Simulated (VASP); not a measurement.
# BAs (F-43m) in VASP: a series of runs

The runs below take BAs through vibrations by perturbation theory, with LDA.

Everything below comes from runs of VASP 6.6.1. Logs are shortened: lines on timing, memory, paths and dates and some standing lists are left out, and cuts for length are marked.

## (1) The cell of the first run

The structure is cubic, space group F-43m (No. 216). Conventional cell: a = 4.692 Å, b = 4.692 Å, c = 4.692 Å, α = 90.00°, β = 90.00°, γ = 90.00°. B (site symmetry -43m) has 4 As at 2.03 Å within 2.7 Å. As (site symmetry -43m) has 4 B at 2.03 Å within 2.7 Å.

## (2) Vibrations by perturbation theory, LDA

INCAR

```
ALGO     = Normal         # electronic algorithm
EDIFF    = 1E-8           # SCF threshold, eV
ENCUT    = 520            # plane-wave cutoff, eV
IBRION   = 8              # ionic algorithm
ISIF     = 2              # what is computed and relaxed
ISMEAR   = 0              # smearing method
LASPH    = True           # aspherical terms in the spheres
LCHARG   = False          # write CHGCAR
LEPSILON = True           # dielectric tensor by DFPT
LREAL    = False          # projectors in reciprocal space
LWAVE    = False          # write WAVECAR
NBANDS   = 11             # bands
NELM     = 100            # most SCF steps
NSW      = 1              # ionic steps
PREC     = Accurate       # precision mode
SIGMA    = 0.01           # smearing width, eV
```

KPOINTS

```
k-points
0
Gamma
  10 10 10
```

POSCAR

```
BAs
1.0
    0.0000000000      2.3459131789      2.3459131789
    2.3459131789      0.0000000000      2.3459131789
    2.3459131789      2.3459131789      0.0000000000
B As
1 1
Direct
    0.0000000000      0.0000000000      0.0000000000
    0.7500000000      0.7500000000      0.7500000000
```

Potentials or basis: VASP PAW LDA potentials, release 64 (B, As).

Run with:

```sh
$ cat potpaw_LDA.64/B/POTCAR potpaw_LDA.64/As/POTCAR > POTCAR
$ mpirun -np 1 vasp_std > vasp.out
```

OUTCAR:

```text
EDIFF = 1E-8
   ENCUT = 520
   IBRION = 8
   ISIF = 2
   ISMEAR = 0
   LASPH = True
   LEPSILON = True
   LREAL = False
   NELM = 100
   NSW = 1
   PREC = Accurate

 ion  position               nearest neighbor table
   1  0.000  0.000  0.000-   2 2.03   2 2.03   2 2.03   2 2.03
   2  0.750  0.750  0.750-   1 2.03   1 2.03   1 2.03   1 2.03

  LATTYP: Found a face centered cubic cell.
 ALAT       =     4.6918263578

  Lattice vectors:

 A1 = (   0.0000000000,   2.3459131789,   2.3459131789)
 A2 = (   2.3459131789,   0.0000000000,   2.3459131789)
 A3 = (   2.3459131789,   2.3459131789,   0.0000000000)

Analysis of symmetry for initial positions (statically):
=====================================================================
 Subroutine PRICEL returns:
 Original cell was already a primitive cell.

 Routine SETGRP: Setting up the symmetry group for a
 face centered cubic supercell.

 Subroutine GETGRP returns: Found 24 space group operations
 (whereof 24 operations were pure point group operations)
 out of a pool of 48 trial point group operations.

The static configuration has the point symmetry T_d .

Analysis of symmetry for dynamics (positions and initial velocities):
=====================================================================
 Subroutine PRICEL returns:
 Original cell was already a primitive cell.

 Routine SETGRP: Setting up the symmetry group for a
 face centered cubic supercell.

 Subroutine GETGRP returns: Found 24 space group operations
 (whereof 24 operations were pure point group operations)
 out of a pool of 48 trial point group operations.

The dynamic configuration has the point symmetry T_d .

 Subroutine INISYM returns: Found 24 space group operations
 (whereof 24 operations are pure point group operations),
 and found     1 'primitive' translations

----------------------------------------------------------------------------------------

                                     Primitive cell

  volume of cell :      25.8206

  direct lattice vectors                    reciprocal lattice vectors
     0.000000000  2.345913179  2.345913179    -0.213136618  0.213136618  0.213136618
     2.345913179  0.000000000  2.345913179     0.213136618 -0.213136618  0.213136618
     2.345913179  2.345913179  0.000000000     0.213136618  0.213136618 -0.213136618

  length of vectors
     3.317622234  3.317622234  3.317622234     0.369163451  0.369163451  0.369163451

  position of ions in fractional coordinates (direct lattice)
     0.000000000  0.000000000  0.000000000
     0.750000000  0.750000000  0.750000000

  ion indices of the primitive-cell ions
   primitive index   ion index
                 1           1
                 2           2

----------------------------------------------------------------------------------------

 KPOINTS: k-points

Automatic generation of k-mesh.
 Grid dimensions read from file:
 generate k-points for:   10   10   10

 Generating k-lattice:

  Cartesian coordinates                     Fractional coordinates (reciprocal lattice)
    -0.021313662  0.021313662  0.021313662     0.100000000  0.000000000  0.000000000
     0.021313662 -0.021313662  0.021313662     0.000000000  0.100000000  0.000000000
     0.021313662  0.021313662 -0.021313662     0.000000000  0.000000000  0.100000000

  Length of vectors
     0.036916345  0.036916345  0.036916345

  Shift w.r.t. Gamma in fractional coordinates (k-lattice)
     0.000000000  0.000000000  0.000000000

 Subroutine IBZKPT returns following result:
 ===========================================

 Found     47 irreducible k-points:

 Following reciprocal coordinates:
            Coordinates               Weight
  0.000000  0.000000  0.000000      1.000000
  0.100000  0.000000  0.000000      8.000000
  0.200000  0.000000  0.000000      8.000000
  0.300000  0.000000  0.000000      8.000000
[... 446 lines left out ...]
      0.00000      0.00000      0.00000         0.000000      0.000000      0.000000
      3.51887      3.51887      3.51887        -0.000000     -0.000000     -0.000000
 -----------------------------------------------------------------------------------
    total drift:                                0.000000      0.000000      0.000000

  FREE ENERGIE OF THE ION-ELECTRON SYSTEM (eV)
  ---------------------------------------------------
  free  energy   TOTEN  =       -12.9133517521 eV

  energy  without entropy=      -12.9133517521  energy(sigma->0) =      -12.91335175

 HEAD OF MICROSCOPIC STATIC DIELECTRIC TENSOR (INDEPENDENT PARTICLE, excluding Hartree and local field effects)
 ------------------------------------------------------
          10.051085     0.000000    -0.000000
          -0.000000    10.051085     0.000000
           0.000000     0.000000    10.051085
 ------------------------------------------------------

 Free energy of the ion-electron system (eV)
  ---------------------------------------------------
  ---------------------------------------------------
  free energy    TOTEN  =        -0.65401501 eV

  energy without entropy =       -0.65401501

------------------------ aborting loop because EDIFF is reached ----------------------------------------

--------------------------------------- Ionic step        2  -------------------------------------------

------------------------ aborting loop because EDIFF is reached ----------------------------------------

--------------------------------------- Ionic step        3  -------------------------------------------

------------------------ aborting loop because EDIFF is reached ----------------------------------------

 PIEZOELECTRIC TENSOR FIELD DIRECTION 3  (e Angst)
 -----------------------------------------------------------------------------
    -0.00043 -0.25456  0.00000           ( -0.00000 -0.10126  0.00000)
    -0.25456 -0.00043  0.00000           ( -0.10126 -0.00000  0.00000)
     0.00000  0.00000  0.00005           (  0.00000  0.00000 -0.00000)

 PIEZOELECTRIC TENSOR FIELD DIRECTION 3  (C/m^2)
 -----------------------------------------------------------------------------
    -0.00027 -0.15796  0.00000
    -0.15796 -0.00027  0.00000
     0.00000  0.00000  0.00003

--------------------------------------- Ionic step        4  -------------------------------------------

------------------------ aborting loop because EDIFF is reached ----------------------------------------

[... ionic steps 5 to 6 ...]

--------------------------------------- Ionic step        7  -------------------------------------------

 Free energy of the ion-electron system (eV)
  ---------------------------------------------------
  ---------------------------------------------------
  free energy    TOTEN  =        -0.03753789 eV

  energy without entropy =       -0.03753789

------------------------ aborting loop because EDIFF is reached ----------------------------------------

 INTERNAL STRAIN TENSOR  FOR ION    2  DIRECTION 1   (eV/Angst):
 -----------------------------------------------------------------------------
    -0.00898  0.00000  0.00000
     0.00000  0.00671  8.72824
     0.00000  8.72824  0.00671

 MACROSCOPIC STATIC DIELECTRIC TENSOR (including local field effects in DFT)
 ------------------------------------------------------
           9.636484     0.000000     0.000000
           0.000000     9.636484    -0.000000
           0.000000     0.000000     9.636484
 ------------------------------------------------------

 PIEZOELECTRIC TENSOR (including local field effects)  for field in x, y, z        (e  Angst)
          XX          YY          ZZ          XY          YZ          ZX
  --------------------------------------------------------------------------------
  x     0.00000     0.00000     0.00000     0.00000    -0.24903     0.00000
  y    -0.00000     0.00000     0.00000     0.00000     0.00000    -0.24903
  z     0.00000    -0.00000     0.00000    -0.24903     0.00000     0.00000

 PIEZOELECTRIC TENSOR (including local field effects)  for field in x, y, z        (C/m^2)
          XX          YY          ZZ          XY          YZ          ZX
  --------------------------------------------------------------------------------
  x     0.00000     0.00000     0.00000     0.00000    -0.15452     0.00000
  y    -0.00000     0.00000     0.00000     0.00000     0.00000    -0.15452
  z     0.00000    -0.00000     0.00000    -0.15452     0.00000     0.00000

 BORN EFFECTIVE CHARGES (including local field effects) (in |e|, cummulative output)
 ---------------------------------------------------------------------------------
 ion    1
    1    -0.65259    -0.00000    -0.00000
    2     0.00000    -0.65259     0.00000
    3     0.00000     0.00000    -0.65259
 ion    2
    1     0.65259     0.00000     0.00000
    2     0.00000     0.65259     0.00000
    3     0.00000     0.00000     0.65259

 INTERNAL STRAIN TENSOR FOR ION    2 for displacements in x,y,z  (eV/Angst):
          X           Y           Z          XY          YZ          ZX
  --------------------------------------------------------------------------------
  x    -0.00000     0.00000     0.00000     0.00000     8.72824     0.00000
  y     0.00000    -0.00000     0.00000     0.00000     0.00000     8.72824
  z     0.00000     0.00000    -0.00000     8.72824     0.00000     0.00000

 SECOND DERIVATIVES (NOT SYMMETRIZED)
 ------------------------------------
               1X          1Y          1Z          2X          2Y          2Z
  1X   -18.185616    0.000000    0.000000   18.185616    0.000000    0.000000
  1Y     0.000000  -18.185616    0.000000    0.000000   18.185616    0.000000
  1Z     0.000000    0.000000  -18.185616    0.000000    0.000000   18.185616
  2X    18.181526    0.000000    0.000000  -18.181526    0.000000    0.000000
  2Y     0.000000   18.181526    0.000000    0.000000  -18.181526    0.000000
  2Z     0.000000    0.000000   18.181526    0.000000    0.000000  -18.181526

 Eigenvectors and eigenvalues of the dynamical matrix
 ----------------------------------------------------

   1 f  =   21.689272 THz   136.277715 2PiTHz  723.476240 cm-1    89.699581 meV
             X         Y         Z           dx          dy          dz
      0.000000  0.000000  0.000000     0.000000    0.934839    0.000000
      3.518870  3.518870  3.518870     0.000000   -0.355072    0.000000
[... 21 lines left out ...]
   6 f/i=    0.000810 THz     0.005088 2PiTHz    0.027010 cm-1     0.003349 meV
             X         Y         Z           dx          dy          dz
      0.000000  0.000000  0.000000     0.000000    0.000000   -0.355072
      3.518870  3.518870  3.518870     0.000000    0.000000   -0.934839

--------------------------------------------------------------------------------------------------------

 MACROSCOPIC STATIC DIELECTRIC TENSOR IONIC CONTRIBUTION
 ------------------------------------------------------
           0.164133    -0.000000     0.000000
          -0.000000     0.164133    -0.000000
           0.000000    -0.000000     0.164133
 ------------------------------------------------------

 ELASTIC MODULI CONTR FROM IONIC RELAXATION (kBar)
 Direction    XX          YY          ZZ          XY          YZ          ZX
 --------------------------------------------------------------------------------
 XX          -0.0000      0.0000      0.0000     -0.0000      0.0000     -0.0000
 YY           0.0000     -0.0000      0.0000     -0.0000     -0.0000      0.0000
 ZZ           0.0000      0.0000     -0.0000      0.0000     -0.0000     -0.0000
 XY          -0.0000     -0.0000      0.0000   -271.8002     -0.0000      0.0000
 YZ           0.0000     -0.0000     -0.0000     -0.0000   -271.8002      0.0000
 ZX          -0.0000      0.0000     -0.0000      0.0000      0.0000   -271.8002
 --------------------------------------------------------------------------------

 PIEZOELECTRIC TENSOR IONIC CONTR  for field in x, y, z        (C/m^2)
          XX          YY          ZZ          XY          YZ          ZX
  --------------------------------------------------------------------------------
  x    -0.00000     0.00000     0.00000     0.00000     0.19874    -0.00000
  y     0.00000    -0.00000     0.00000    -0.00000    -0.00000     0.19874
  z     0.00000     0.00000    -0.00000     0.19874     0.00000    -0.00000
```

Run time: 7.3 min. Hardware: 1 thread of Intel Xeon 8259CL, shared host; peak memory 0.26 GiB.

What came out:

```yaml
Electronic_dielectric_tensor_diagonal: 9.64
Born_charges_mean_of_the_diagonal: B -0.65; As +0.65 e
Highest_phonon_frequency_at_Γ_LO-TO_splitting_left_out: 723 cm⁻¹
```

Phonon frequencies in cm⁻¹ (negative: imaginary):
```tsv
q point	frequencies
(0.000, 0.000, 0.000)	0 0 0 723 723 723
```

Electronic dielectric tensor:
```
9.64 0.00 0.00
0.00 9.64 0.00
0.00 0.00 9.64
```

Born effective charge tensors (e):
atom 1, B
```
-0.65  0.00  0.00
 0.00 -0.65  0.00
 0.00  0.00 -0.65
```
atom 2, As
```
0.65 0.00 0.00
0.00 0.65 0.00
0.00 0.00 0.65
```

Caveat: the cell stands under pressure or tension, which shifts response properties.

## (3) Vibrations by perturbation theory, LDA

This run uses another cell than the first one, of 12.75 Å³/atom.

INCAR

```
PREC = Accurate
ENCUT = 520
EDIFF = 1E-8
ISMEAR = 0
SIGMA = 0.01
LREAL = F
LASPH = T
NELM = 80
ALGO = Normal
ISIF = 2
LWAVE = F
LCHARG = F
GGA = CA
NBANDS = 11
IBRION = 8
NSW = 1
LEPSILON = T
```

KPOINTS

```
Automatic mesh
0
Gamma
  10 10 10
```

POSCAR

```
BAs
1.0
    0.0000000000      2.3364686733      2.3364686733
    2.3364686733      0.0000000000      2.3364686733
    2.3364686733      2.3364686733      0.0000000000
B As
1 1
Direct
    0.0000000000      0.0000000000      0.0000000000
    0.7500000000      0.7500000000      0.7500000000
```

Potentials or basis: VASP PAW LDA potentials, release 64 (B, As).

Run with:

```sh
$ cat potpaw_LDA.64/B/POTCAR potpaw_LDA.64/As/POTCAR > POTCAR
$ mpirun -np 1 vasp_std > vasp.out
```

OUTCAR:

```text
PREC = Accurate
   ENCUT = 520
   EDIFF = 1E-8
   ISMEAR = 0
   LREAL = F
   LASPH = T
   NELM = 80
   ISIF = 2
   GGA = CA
   IBRION = 8
   NSW = 1
   LEPSILON = T

 ion  position               nearest neighbor table
   1  0.000  0.000  0.000-   2 2.02   2 2.02   2 2.02   2 2.02
   2  0.750  0.750  0.750-   1 2.02   1 2.02   1 2.02   1 2.02

  LATTYP: Found a face centered cubic cell.
[... 665 lines left out ...]
      0.000000  0.000000  0.000000     0.000000    0.934840    0.000000
      3.504703  3.504703  3.504703     0.000000   -0.355070    0.000000
[... 21 lines left out ...]
   6 f/i=    0.000856 THz     0.005376 2PiTHz    0.028539 cm-1     0.003538 meV
             X         Y         Z           dx          dy          dz
      0.000000  0.000000  0.000000     0.000000    0.000000   -0.355070
      3.504703  3.504703  3.504703     0.000000    0.000000   -0.934840

--------------------------------------------------------------------------------------------------------

 MACROSCOPIC STATIC DIELECTRIC TENSOR IONIC CONTRIBUTION
 ------------------------------------------------------
           0.180303     0.000000     0.000000
           0.000000     0.180303    -0.000000
           0.000000    -0.000000     0.180303
 ------------------------------------------------------

 ELASTIC MODULI CONTR FROM IONIC RELAXATION (kBar)
 Direction    XX          YY          ZZ          XY          YZ          ZX
 --------------------------------------------------------------------------------
 XX          -0.0000     -0.0000     -0.0000      0.0000      0.0000      0.0000
 YY          -0.0000     -0.0000     -0.0000      0.0000      0.0000      0.0000
 ZZ          -0.0000     -0.0000     -0.0000      0.0000      0.0000      0.0000
 XY           0.0000      0.0000      0.0000   -303.6104      0.0000      0.0000
 YZ           0.0000      0.0000      0.0000      0.0000   -303.6104      0.0000
 ZX           0.0000      0.0000      0.0000      0.0000      0.0000   -303.6104
 --------------------------------------------------------------------------------

 PIEZOELECTRIC TENSOR IONIC CONTR  for field in x, y, z        (C/m^2)
          XX          YY          ZZ          XY          YZ          ZX
  --------------------------------------------------------------------------------
  x    -0.00000    -0.00000    -0.00000     0.00000     0.22016     0.00000
  y    -0.00000    -0.00000    -0.00000    -0.00000    -0.00000     0.22016
  z    -0.00000    -0.00000    -0.00000     0.22016     0.00000    -0.00000
```

OSZICAR:

```text
N       E                     dE             d eps       ncg     rms          rms(c)
DAV:   1     0.106210690423E+02    0.10621E+02   -0.38787E+03  1034   0.645E+02
DAV:   2    -0.130701862038E+02   -0.23691E+02   -0.22843E+02  1419   0.107E+02
[... 131 lines left out ...]
RMM:   4    -0.375028318697E-01   -0.55219E-04   -0.21908E-04  6334   0.269E-02    0.320E-03
RMM:   5    -0.374778327871E-01    0.24999E-04   -0.26042E-05  6661   0.201E-03    0.864E-04
RMM:   6    -0.374714926407E-01    0.63401E-05   -0.25152E-06  6648   0.356E-04    0.111E-04
RMM:   7    -0.374709053757E-01    0.58726E-06    0.13103E-07  6814   0.556E-05    0.472E-05
RMM:   8    -0.374709492103E-01   -0.43835E-07    0.62408E-08  6880   0.108E-05    0.129E-05
RMM:   9    -0.374709786084E-01   -0.29398E-07   -0.33025E-08  6364   0.484E-06    0.485E-07
RMM:  10    -0.374709770064E-01    0.16020E-08   -0.90287E-10  4533   0.135E-06    0.286E-07
 Linear response finished
```

stdout:

```text
POSCAR found type information on POSCAR B As
 POSCAR found :  2 types and       2 ions
 scaLAPACK will be used
 LDA part: xc-table for (Slater(with rela. corr.)+CA(PZ))
 , standard interpolation
 POSCAR, INCAR and KPOINTS ok, starting setup
 FFT: planning ... GRIDC
 FFT: planning ... GRID_SOFT
 FFT: planning ... GRID
 WAVECAR not read
 entering main loop
[... 23 lines left out ...]
  Direction:   3
 dielectric tensor                  component  3 :     1.721     2.132     9.595
 Linear response DOF=           2
 Linear response progress:
 first order change of Fermi-energy   0.11956E+02
 force on displaced ion       1 direction 1 : -18.636   0.000   0.000
 Born effective charge ion    1 direction 1 :  -0.701   0.000   0.000
 Linear response progress:
 first order change of Fermi-energy  -0.11956E+02
 force on displaced ion       2 direction 1 : -18.632   0.000   0.000
 Born effective charge ion    2 direction 1 :   0.679   0.000   0.000
 Born effective charges drift removed
 Linear response finished
```

Wall time 9.5 min (1 thread of Intel Xeon 8259CL, shared host); peak memory 0.26 GiB.

Results:

| Item | Value |
| --- | --- |
| Electronic dielectric tensor (diagonal) | 9.60 |
| Born charges (mean of the diagonal) | B -0.69; As +0.69 e |
| Highest phonon frequency at Γ, LO-TO splitting left out | 732 cm⁻¹ |

Phonon frequencies in cm⁻¹ (negative: imaginary):
```csv
q point,frequencies
"(0.000, 0.000, 0.000)",0 0 0 732 732 732
```

Electronic dielectric tensor:
```
9.60 0.00 0.00
0.00 9.60 0.00
0.00 0.00 9.60
```

Born effective charge tensors (e):
atom 1, B
```
-0.69  0.00  0.00
 0.00 -0.69  0.00
 0.00  0.00 -0.69
```
atom 2, As
```
0.69 0.00 0.00
0.00 0.69 0.00
0.00 0.00 0.69
```

Caveat: the cell stands under pressure or tension, which shifts response properties.
